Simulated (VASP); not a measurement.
# SrTiO3 (P4/mmm) in VASP: electric field gradients with PBEsol

Aim: the electric field gradients of SrTiO3 with PBEsol.

All numbers are computed with VASP 6.6.1; they aren't measurements. Logs are shortened: lines on timing, memory, paths and dates and some standing lists are left out, and cuts for length are marked.

## Step 1: The cell of the first run

The structure is tetragonal, space group P4/mmm (No. 123). Conventional cell: a = 3.905 Å, b = 3.905 Å, c = 3.944 Å, α = 90.00°, β = 90.00°, γ = 90.00°. Sr (site symmetry 4/mmm) has 12 O at 2.76 to 2.78 Å and 8 Ti at 3.39 Å within 3.6 Å. Within 2.6 Å of Ti (site symmetry 4/mmm) lie 6 O at 1.95 to 1.97 Å. Within 2.6 Å of O (site symmetry mmm) lie 2 Ti at 1.95 Å. Within 2.6 Å of O (site symmetry 4/mmm) lie 2 Ti at 1.97 Å.

## Step 2: Electric field gradients, PBEsol (zz strain of +1 %)

INCAR

```
SYSTEM = SrTiO3
ALGO = Normal
EDIFF = 1E-8
ENCUT = 520
GGA = PS
ISIF = 2
ISMEAR = -1
LASPH = .TRUE.
LCHARG = .FALSE.
LEFG = .TRUE.
LREAL = .FALSE.
LWAVE = .FALSE.
NBANDS = 28
NELM = 60
PREC = Accurate
SIGMA = 0.05
```

KPOINTS

```
k-points
0
G
  7 7 7
  0 0 0
```

POSCAR

```
SrTiO3
1.0
    3.9050000000      0.0000000000      0.0000000000
    0.0000000000      3.9050000000      0.0000000000
    0.0000000000      0.0000000000      3.9440500000
Sr Ti O
1 1 3
Direct
    0.0000000000      0.0000000000      0.0000000000
    0.5000000000      0.5000000000      0.5000000000
    0.0000000000      0.5000000000      0.5000000000
    0.5000000000      0.0000000000      0.5000000000
    0.5000000000      0.5000000000      0.0000000000
```

Potentials or basis: VASP PAW PBE potentials, release 64 (Sr_sv, Ti_sv, O).

Launch:

```
cat potpaw_PBE.64/Sr_sv/POTCAR potpaw_PBE.64/Ti_sv/POTCAR potpaw_PBE.64/O/POTCAR > POTCAR
mpirun -np 1 vasp_std > vasp.out
```

OUTCAR:

```text
SYSTEM = SrTiO3
   EDIFF = 1E-8
   ENCUT = 520
   GGA = PS
   ISIF = 2
   ISMEAR = -1
   LASPH = .TRUE.
   LREAL = .FALSE.
   NELM = 60
   PREC = Accurate

 ion  position               nearest neighbor table
   1  0.000  0.000  0.000-   5 2.76   5 2.76   5 2.76   5 2.76   4 2.78   3 2.78   4 2.78   3 2.78
                             4 2.78   3 2.78   4 2.78   3 2.78   2 3.39   2 3.39   2 3.39   2 3.39
   2  0.500  0.500  0.500-   3 1.95   4 1.95   4 1.95   3 1.95   5 1.97   5 1.97   1 3.39   1 3.39
                             1 3.39   1 3.39   1 3.39   1 3.39   1 3.39   1 3.39
   3  0.000  0.500  0.500-   2 1.95   2 1.95   1 2.78   1 2.78   1 2.78   1 2.78
   4  0.500  0.000  0.500-   2 1.95   2 1.95   1 2.78   1 2.78   1 2.78   1 2.78
   5  0.500  0.500  0.000-   2 1.97   2 1.97   1 2.76   1 2.76   1 2.76   1 2.76

  LATTYP: Found a simple tetragonal cell.
 ALAT       =     3.9050000000
 C/A-ratio  =     1.0100000000

  Lattice vectors:

 A1 = (   3.9050000000,   0.0000000000,   0.0000000000)
 A2 = (   0.0000000000,   3.9050000000,   0.0000000000)
 A3 = (   0.0000000000,   0.0000000000,   3.9440500000)

Analysis of symmetry for initial positions (statically):
=====================================================================
 Subroutine PRICEL returns:
 Original cell was already a primitive cell.

 Routine SETGRP: Setting up the symmetry group for a
 simple tetragonal supercell.

 Subroutine GETGRP returns: Found 16 space group operations
 (whereof 16 operations were pure point group operations)
 out of a pool of 16 trial point group operations.

The static configuration has the point symmetry D_4h.

Analysis of symmetry for dynamics (positions and initial velocities):
=====================================================================
 Subroutine PRICEL returns:
 Original cell was already a primitive cell.

 Routine SETGRP: Setting up the symmetry group for a
 simple tetragonal supercell.

 Subroutine GETGRP returns: Found 16 space group operations
 (whereof 16 operations were pure point group operations)
 out of a pool of 16 trial point group operations.

The dynamic configuration has the point symmetry D_4h.

 Subroutine INISYM returns: Found 16 space group operations
 (whereof 16 operations are pure point group operations),
 and found     1 'primitive' translations

----------------------------------------------------------------------------------------

                                     Primitive cell

  volume of cell :      60.1429

  direct lattice vectors                    reciprocal lattice vectors
     3.905000000  0.000000000  0.000000000     0.256081946  0.000000000  0.000000000
     0.000000000  3.905000000  0.000000000     0.000000000  0.256081946  0.000000000
     0.000000000  0.000000000  3.944050000     0.000000000  0.000000000  0.253546481

  length of vectors
     3.905000000  3.905000000  3.944050000     0.256081946  0.256081946  0.253546481

  position of ions in fractional coordinates (direct lattice)
     0.000000000  0.000000000  0.000000000
     0.500000000  0.500000000  0.500000000
     0.000000000  0.500000000  0.500000000
     0.500000000  0.000000000  0.500000000
     0.500000000  0.500000000  0.000000000

  ion indices of the primitive-cell ions
   primitive index   ion index
                 1           1
                 2           2
                 3           3
                 4           4
                 5           5

----------------------------------------------------------------------------------------

 KPOINTS: k-points

Automatic generation of k-mesh.
 Grid dimensions read from file:
 generate k-points for:    7    7    7

 Generating k-lattice:
[... 50 lines left out ...]
   NGX,Y,Z   is equivalent  to a cutoff of  12.77, 12.77, 12.65 a.u.
   NGXF,Y,Z  is equivalent  to a cutoff of  25.54, 25.54, 25.29 a.u.
 SYSTEM =  SrTiO3
   PREC   = accura    normal or accurate (medium, high low for compatibility)
   ISTART =      0    job   : 0-new  1-cont  2-samecut
   ICHARG =      2    charge: 1-file 2-atom 10-const
   ISPIN  =      1    spin polarized calculation?
   LNONCOLLINEAR =      F non collinear calculations
   LSORBIT =      F    spin-orbit coupling
   LASPH  =      T    aspherical Exc in radial PAW
   ENCUT  =  520.0 eV  38.22 Ry    6.18 a.u.   7.26  7.26  7.33*2*pi/ulx,y,z
   NELM   =     60;   NELMIN=  2; NELMDL= -5     # of ELM steps
   EDIFF  = 0.1E-07   stopping-criterion for ELM
   LREAL  =      F    real-space projection
   EDIFFG = 0.1E-06   stopping-criterion for IOM
   NSW    =      0    number of steps for IOM
   IBRION =     -1    ionic relax: 0-MD 1-quasi-New 2-CG
   NFREE  =      0    steps in history (QN), initial steepest desc. (CG)
   ISIF   =      2    stress and relaxation
   ISYM   =      2    0-nonsym 1-usesym 2-fastsym
   POTIM  = 0.5000    time-step for ionic-motion
   TEBEG  =    0.0;   TEEND  =   0.0 temperature during run
   PSTRESS=    0.0 pullay stress
   NELECT =      40.0000    total number of electrons
   NUPDOWN=      -1.0000    fix difference up-down
   EMIN   =  10.00;   EMAX   =-10.00  energy-range for DOS
   EFERMI =   0.00;   METHOD = LEGACY
   ISMEAR =    -1;   SIGMA  =   0.05  broadening in eV -4-tet -1-fermi 0-gaus
   EFERMI_NEDOS =   21; number of points for ismear=-14 and -15
   IALGO  =     38    algorithm
   IMIX   =      4    mixing-type and parameters
     AMIX     =   0.40;   BMIX     =  1.00
     AMIX_MAG =   1.60;   BMIX_MAG =  1.00
  volume/ion in A,a.u.               =      12.03        81.17
  Fermi-wavevector in a.u.,A,eV,Ry     =   1.429004  2.700425 27.783796  2.042051
  Thomas-Fermi vector in A             =   2.549004
   LORBIT       =      0    0 simple, 1 ext, 2 COOP (PROOUT), +10 PAW based schemes
   GGA     = PS    functional components
   LHFCALC =     F    Hartree Fock is set to
   AEXX    =    0.0000 exact exchange contribution
   IVDW    =     0    specifies the selected vdW correction
   LEPSILON=     F    determine dielectric tensor
   LRPA    =     F    only Hartree local field effects (RPA)
 non-spin polarized calculation
  energy-cutoff  :      520.00
  volume of cell :       60.14
 maximum number of plane-waves:      1635
 NGX is ok and might be reduce to    30
   NGX = 15   NGY = 15   NGZ = 15

 number of electron      39.9999999 magnetization

 Free energy of the ion-electron system (eV)
  ---------------------------------------------------
  ext. energy  EPLUGINS =         0.00000000
  ---------------------------------------------------
  free energy    TOTEN  =       -42.00512701 eV

  energy without entropy =      -42.00512701  energy(sigma->0) =      -42.00512701

 E-fermi :   4.8311     XC(G=0): -11.4868

 val. band max:        3.8803318796   @ k =   0.4286   0.4286   0.4286
 cond. band min:       5.7228868179   @ k =   0.0000   0.0000   0.0000
 fundamental gap:      1.8425549383
 Fermi energy:         4.8311300466

 k-point     1 :       0.0000    0.0000    0.0000
  band No.  band energies     occupation
      1     -52.2969      2.00000
      2     -28.7306      2.00000
      3     -28.6547      2.00000
      4     -28.6547      2.00000
      5     -28.6466      2.00000
      6     -13.3806      2.00000
[... 733 lines left out ...]
     27      12.1616      0.00000
     28      12.3999      0.00000

 [... further k-points ...]

------------------------ aborting loop because EDIFF is reached ----------------------------------------

  FORCE on cell =-STRESS in cart. coord.  units (eV):
  Direction    XX          YY          ZZ          XY          YZ          ZX
  --------------------------------------------------------------------------------------
  -------------------------------------------------------------------------------------
  Total       -0.8493626     -0.8493626     -1.6853099      0.0000000      0.0000000      0.0000000
  in kB      -22.6265961    -22.6265961    -44.8958157      0.0000000      0.0000000      0.0000000
  external PRESSURE =     -30.0496693 kB  Pullay stress =       0.0000000 kB

 VOLUME and BASIS-vectors are now :
 -----------------------------------------------------------------------------
  energy-cutoff  :      520.00
  volume of cell :       60.14
      direct lattice vectors                 reciprocal lattice vectors
     3.905000000  0.000000000  0.000000000     0.256081946  0.000000000  0.000000000
     0.000000000  3.905000000  0.000000000     0.000000000  0.256081946  0.000000000
     0.000000000  0.000000000  3.944050000     0.000000000  0.000000000  0.253546481

 POSITION                                       TOTAL-FORCE (eV/Angst)
 -----------------------------------------------------------------------------------
      0.00000      0.00000      0.00000         0.000000      0.000000      0.000000
      1.95250      1.95250      1.97202         0.000000      0.000000      0.000000
      0.00000      1.95250      1.97202         0.000000      0.000000      0.000000
      1.95250      0.00000      1.97202         0.000000      0.000000      0.000000
      1.95250      1.95250      0.00000         0.000000      0.000000      0.000000
 -----------------------------------------------------------------------------------
    total drift:                                0.000000      0.000000     -0.000000

  FREE ENERGIE OF THE ION-ELECTRON SYSTEM (eV)
  ---------------------------------------------------
  free  energy   TOTEN  =       -42.0051270133 eV

  energy  without entropy=      -42.0051270119  energy(sigma->0) =      -42.00512701

 Electric field gradients (V/A^2)
---------------------------------------------------------------------
 ion       V_xx      V_yy      V_zz      V_xy      V_xz      V_yz
---------------------------------------------------------------------
   1      -0.690    -0.690     1.380    -0.000     0.000    -0.000
   2      -4.844    -4.844     9.688    -0.000     0.000    -0.000
   3       8.896    -6.173    -2.723    -0.000     0.000     0.000
   4      -6.173     8.896    -2.723    -0.000     0.000    -0.000
   5      -6.645    -6.645    13.290    -0.000     0.000    -0.000
---------------------------------------------------------------------

 Electric field gradients after diagonalization (V/A^2)
 (convention: |V_zz| > |V_xx| > |V_yy|)
----------------------------------------------------------------------
 ion       V_xx      V_yy      V_zz     asymmetry (V_yy - V_xx)/ V_zz
----------------------------------------------------------------------
   1      -0.690    -0.690     1.380       0.000
   2      -4.844    -4.844     9.688       0.000
   3      -6.173    -2.723     8.896       0.388
   4      -6.173    -2.723     8.896       0.388
   5      -6.645    -6.645    13.290       0.000
----------------------------------------------------------------------

           NMR quadrupolar parameters

 Cq : quadrupolar parameter    Cq=e*Q*V_zz/h
 eta: asymmetry parameters     (V_yy - V_xx)/ V_zz
 Q  : nuclear electric quadrupole moment in mb (millibarn)
----------------------------------------------------------------------
 ion       Cq(MHz)       eta       Q (mb)
----------------------------------------------------------------------
   1       0.003       0.000       1.000
   2       0.023       0.000       1.000
   3       0.022       0.388       1.000
   4       0.022       0.388       1.000
   5       0.032       0.000       1.000
----------------------------------------------------------------------
```

Wall time 46 s (1 thread of Intel Xeon Platinum 8488C (Sapphire Rapids), shared host); peak memory 0.21 GiB.

What came out:

| Quantity | Value |
| --- | --- |
| Free energy | -42.0051 eV |
| Pressure | -3.0 GPa |
| Band gap on the k mesh | 1.84 eV (least direct gap 2.14 eV) |
| Largest electric field gradient by atom | Sr +1.4; Ti +9.7; O +8.9, +13.3 (each value once) V/Å² |

Stress tensor (GPa, compression positive):
```
-2.26  0.00  0.00
 0.00 -2.26  0.00
 0.00  0.00 -4.49
```

Electric field gradients, principal values (V/Å²):
```
atom   least  middle  greatest (by size)
1 Sr  -0.690  -0.690               1.380
2 Ti  -4.844  -4.844               9.688
 3 O  -2.723  -6.173               8.896
 4 O  -2.723  -6.173               8.896
 5 O  -6.645  -6.645              13.290
```

Caveat: the cell differs from its parent crystal (zz strain of +1 %); the cell stands under tension; without QUAD_EFG the Cq values of the log hold for a quadrupole moment of 1 mb, not for the nuclei; the PAW data sets were made with another functional, which shifts forces and pressure a little. A k mesh can miss the band edges.
